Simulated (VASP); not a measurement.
# SnO2 (P6_3/mmc) in VASP: further runs, part 2 of 2

VASP 6.6.1. Earlier steps stand in the parts before.

### Step 3. Single point, PBE+D3(BJ) (16.61 Å³/atom)

INCAR

```
SYSTEM = SnO2
ALGO = Normal
EDIFF = 1E-6
ENCUT = 520
GGA = PE
ISIF = 2
ISMEAR = 0
IVDW = 12
LASPH = .TRUE.
LCHARG = .FALSE.
LREAL = .FALSE.
LWAVE = .FALSE.
NBANDS = 35
NELM = 80
PREC = Accurate
SIGMA = 0.05
```

KPOINTS

```
k-points
0
G
  12 12 4
  0 0 0
```

POSCAR

```
SnO2
1.0
    3.2292553036      0.0000000000      0.0000000000
   -1.6146276518      2.7966171282      0.0000000000
    0.0000000000      0.0000000000     11.0353341490
Sn O
2 4
Direct
    0.0000000000      0.0000000000      0.5000000000
    0.0000000000      0.0000000000      0.0000000000
    0.6666666667      0.3333333333      0.4017901367
    0.6666666667      0.3333333333      0.0982098633
    0.3333333333      0.6666666667      0.5982098633
    0.3333333333      0.6666666667      0.9017901367
```

Potentials or basis: VASP PAW PBE potentials, release 64 (Sn_d, O).

Launch:

```
cat potpaw_PBE.64/Sn_d/POTCAR potpaw_PBE.64/O/POTCAR > POTCAR
mpirun -np 1 vasp_std > vasp.out
```

OUTCAR:

```text
SYSTEM = SnO2
   EDIFF = 1E-6
   ENCUT = 520
   GGA = PE
   ISIF = 2
   ISMEAR = 0
   IVDW = 12
   LASPH = .TRUE.
   LREAL = .FALSE.
   NELM = 80
   PREC = Accurate
 IVDW          = 12

 ion  position               nearest neighbor table
   1  0.000  0.000  0.500-   3 2.16   5 2.16   5 2.16   3 2.16   3 2.16   5 2.16
   2  0.000  0.000  0.000-   4 2.16   6 2.16   6 2.16   4 2.16   4 2.16   6 2.16
   3  0.667  0.333  0.402-   1 2.16   1 2.16   1 2.16
   4  0.667  0.333  0.098-   2 2.16   2 2.16   2 2.16
   5  0.333  0.667  0.598-   1 2.16   1 2.16   1 2.16
   6  0.333  0.667  0.902-   2 2.16   2 2.16   2 2.16

  LATTYP: Found a hexagonal cell.
 ALAT       =     3.2292553036
 C/A-ratio  =     3.4173000000

  Lattice vectors:

 A1 = (   3.2292553036,   0.0000000000,   0.0000000000)
 A2 = (  -1.6146276518,   2.7966171282,   0.0000000000)
 A3 = (   0.0000000000,   0.0000000000,  11.0353341490)

Analysis of symmetry for initial positions (statically):
=====================================================================
 Subroutine PRICEL returns:
[... 184 lines left out ...]
 cond. band min:       3.8387235956   @ k =   0.0000   0.0000   0.0000
 fundamental gap:      2.0420661717
 Fermi energy:         2.0172381186

 k-point     1 :       0.0000    0.0000    0.0000
  band No.  band energies     occupation
      1     -18.1552      2.00000
      2     -18.1549      2.00000
      3     -18.0341      2.00000
      4     -18.0341      2.00000
      5     -18.0341      2.00000
      6     -18.0341      2.00000
[... 901 lines left out ...]
     34      13.3733      0.00000
     35      13.6622      0.00000

 [... further k-points ...]

------------------------ aborting loop because EDIFF is reached ----------------------------------------

 Edisp (eV)   -0.91131

 E8    (eV) :    -0.3562

  FORCE on cell =-STRESS in cart. coord.  units (eV):
  Direction    XX          YY          ZZ          XY          YZ          ZX
  --------------------------------------------------------------------------------------
  -------------------------------------------------------------------------------------
  Total      -3.15425    -3.15425    -4.39898     0.00000     0.00000     0.00000
  in kB     -50.70914   -50.70914   -70.71994     0.00000     0.00000     0.00000
  external pressure =      -57.38 kB  Pullay stress =        0.00 kB

 VOLUME and BASIS-vectors are now :
 -----------------------------------------------------------------------------
  energy-cutoff  :      520.00
  volume of cell :       99.66
      direct lattice vectors                 reciprocal lattice vectors
     3.229255304  0.000000000  0.000000000     0.309668919  0.178787434  0.000000000
    -1.614627652  2.796617128  0.000000000     0.000000000  0.357574868  0.000000000
     0.000000000  0.000000000 11.035334149     0.000000000  0.000000000  0.090618008

 POSITION                                       TOTAL-FORCE (eV/Angst)
 -----------------------------------------------------------------------------------
      0.00000      0.00000      5.51767        -0.000000     -0.000000      0.000000
      0.00000      0.00000      0.00000        -0.000000     -0.000000      0.000000
      1.61463      0.93221      4.43389         0.000000     -0.000000      0.886357
      1.61463      0.93221      1.08378         0.000000     -0.000000     -0.886357
     -0.00000      1.86441      6.60145        -0.000000      0.000000     -0.886357
     -0.00000      1.86441      9.95156        -0.000000      0.000000      0.886357
 -----------------------------------------------------------------------------------
    total drift:                               -0.000000      0.000000      0.000000

  FREE ENERGIE OF THE ION-ELECTRON SYSTEM (eV)
  ---------------------------------------------------
  free  energy   TOTEN  =       -37.1428523331 eV

  energy  without entropy=      -37.1428523331  energy(sigma->0) =      -37.14285233
```

OSZICAR:

```text
N       E                     dE             d eps       ncg     rms          rms(c)
DAV:   1     0.647539834190E+03    0.64754E+03   -0.25490E+04  4310   0.207E+03
DAV:   2     0.653656819868E+02   -0.58217E+03   -0.54887E+03  4422   0.585E+02
DAV:   3    -0.361179268254E+02   -0.10148E+03   -0.99673E+02  4476   0.207E+02
DAV:   4    -0.417326260642E+02   -0.56147E+01   -0.55716E+01  4907   0.540E+01
DAV:   5    -0.418863331556E+02   -0.15371E+00   -0.15348E+00  5156   0.929E+00    0.146E+01
DAV:   6    -0.362013916567E+02    0.56849E+01   -0.17125E+01  6188   0.650E+01    0.615E+00
DAV:   7    -0.362703884026E+02   -0.68997E-01   -0.21619E+00  4316   0.871E+00    0.312E+00
DAV:   8    -0.362371064844E+02    0.33282E-01   -0.19749E-01  6139   0.345E+00    0.989E-01
DAV:   9    -0.362301188281E+02    0.69877E-02   -0.29477E-02  6011   0.237E+00    0.145E-01
DAV:  10    -0.362314585159E+02   -0.13397E-02   -0.59296E-03  5195   0.785E-01    0.795E-02
DAV:  11    -0.362315410805E+02   -0.82565E-04   -0.78490E-04  6320   0.309E-01    0.337E-02
DAV:  12    -0.362315470799E+02   -0.59994E-05   -0.73374E-05  5460   0.837E-02    0.129E-02
DAV:  13    -0.362315465199E+02    0.55998E-06   -0.10363E-05  5016   0.208E-02    0.192E-03
DAV:  14    -0.362315464957E+02    0.24159E-07   -0.46629E-07  3034   0.845E-03
   1 F= -.37142852E+02 E0= -.37142852E+02  d E =-.245970E-11
```

stdout:

```text
POSCAR found type information on POSCAR SnO
 POSCAR found :  2 types and       6 ions
 scaLAPACK will be used
 LDA part: xc-table for (Slater+PW92), standard interpolation
 POSCAR, INCAR and KPOINTS ok, starting setup
 FFT: planning ... GRIDC
 FFT: planning ... GRID_SOFT
 FFT: planning ... GRID
 WAVECAR not read
 entering main loop
```

Wall time 2 min (1 thread of Intel Xeon Platinum 8488C (Sapphire Rapids), shared host); peak memory 0.31 GiB.

Results:

```
Free energy                : -37.1429 eV
Pressure                   : -5.7 GPa
Largest force              : 0.886 eV/Å
Band gap on the k mesh     : 2.04 eV (least direct gap 2.33 eV)
Dispersion energy per atom : -0.152 eV
```

Forces on the atoms (eV/Å):
```
Sn   0.000  0.000  0.000
Sn   0.000  0.000  0.000
O    0.000  0.000  0.886
O    0.000  0.000 -0.886
O    0.000  0.000 -0.886
O    0.000  0.000  0.886
```

Stress tensor (GPa, compression positive):
```
-5.07  0.00  0.00
 0.00 -5.07  0.00
 0.00  0.00 -7.07
```

Caveat: the cell stands under tension; spin-orbit coupling is left out, which moves the levels of the heavy elements.

### Step 4. Single point, PBE+D3(BJ) (16.61 Å³/atom)

INCAR

```
ALGO     = Normal         # electronic algorithm
EDIFF    = 1E-6           # SCF threshold, eV
ENCUT    = 520            # plane-wave cutoff, eV
GGA      = PE             # functional
ISIF     = 2              # what is computed and relaxed
ISMEAR   = 0              # smearing method
IVDW     = 12             # dispersion correction
LASPH    = T              # aspherical terms in the spheres
LCHARG   = F              # write CHGCAR
LREAL    = F              # projectors in reciprocal space
LWAVE    = F              # write WAVECAR
NBANDS   = 35             # bands
NELM     = 60             # most SCF steps
PREC     = Accurate       # precision mode
SIGMA    = 0.05           # smearing width, eV
```

KPOINTS

```
k-points
0
Gamma
  12 12 4
```

POSCAR, as its differences from that of step 3:

```diff
@@ -2,5 +2,5 @@
 1.0
-    3.2292553036      0.0000000000      0.0000000000
-   -1.6146276518      2.7966171282      0.0000000000
-    0.0000000000      0.0000000000     11.0353341490
+    3.3167254308      0.0000000000      0.0000000000
+   -1.6583627154      2.8723684805      0.0000000000
+    0.0000000000      0.0000000000     10.4609520088
 Sn O
```

Launch:

```
cat potpaw_PBE.64/Sn_d/POTCAR potpaw_PBE.64/O/POTCAR > POTCAR
mpirun -np 1 vasp_std > vasp.out
```

Wall time 2.6 min (1 thread of Intel Xeon Platinum 8488C (Sapphire Rapids), shared host); peak memory 0.34 GiB.

It converged, with:

- Free energy: -37.0567 eV
- Pressure: -9.1 GPa
- Largest force: 0.637 eV/Å
- Band gap on the k mesh: 1.48 eV (least direct gap 1.76 eV)
- Dispersion energy per atom: -0.152 eV

Forces on the atoms (eV/Å):
```
Sn   0.000  0.000  0.000
Sn   0.000  0.000  0.000
O    0.000  0.000  0.637
O    0.000  0.000 -0.637
O    0.000  0.000 -0.637
O    0.000  0.000  0.637
```

Stress tensor (GPa, compression positive):
```
-11.45   0.00   0.00
  0.00 -11.45   0.00
  0.00   0.00  -4.42
```

Levels at points of the mesh, in eV from the valence-band top:
```tsv
k point	band 22	band 23	band 24	band 25	band 26	band 27	band 28	band 29	band 30	band 31
(0.00, 0.00, 0.00)	-1.04	-1.04	-0.99	-0.99	-0.28	1.48	2.32	4.90	5.36	10.09
(0.50, 0.00, 0.00)	-1.08	-0.69	-0.62	-0.60	-0.09	4.36	4.51	6.40	7.09	9.23
(0.00, 0.00, 0.50)	-1.01	-1.01	-1.01	-0.70	-0.70	1.93	1.93	5.13	5.13	10.30
(0.50, 0.00, 0.50)	-1.31	-0.66	-0.66	-0.31	-0.31	4.43	4.43	6.72	6.72	9.43
```

Caveat: the stress differs along the axes, from -11 to -4 GPa; spin-orbit coupling is left out, which moves the levels of the heavy elements. A k mesh can miss the band edges.

### Step 5. Overview

| cell | gap on the mesh (eV) | pressure (GPa) | largest force (eV/Å) |
| --- | --- | --- | --- |
| a = 3.273, b = 3.273, c = 10.744 Å, angles 90.0, 90.0, 120.0°, 6 atoms | 1.77 | -7.4 | 0.75 |
| a = 3.229, b = 3.229, c = 11.035 Å, angles 90.0, 90.0, 120.0°, 6 atoms | 2.04 | -5.7 | 0.89 |
| a = 3.317, b = 3.317, c = 10.461 Å, angles 90.0, 90.0, 120.0°, 6 atoms | 1.48 | -9.1 | 0.64 |

Alike in all rows: task single point; level PBE+D3(BJ); potentials or basis VASP PAW PBE potentials, release 64 (Sn_d, O); no spin polarisation; k mesh 12 × 12 × 4; cutoff (eV) 520; smearing gaussian 0.05 eV.

Caveats: spin-orbit coupling is left out, which moves the levels of the heavy elements; the cell stands under tension (at least some runs); the stress differs along the axes, from -11 to -4 GPa (at least some runs).

Total energies depend on the potentials used, so only differences within one code and one set of settings carry meaning.
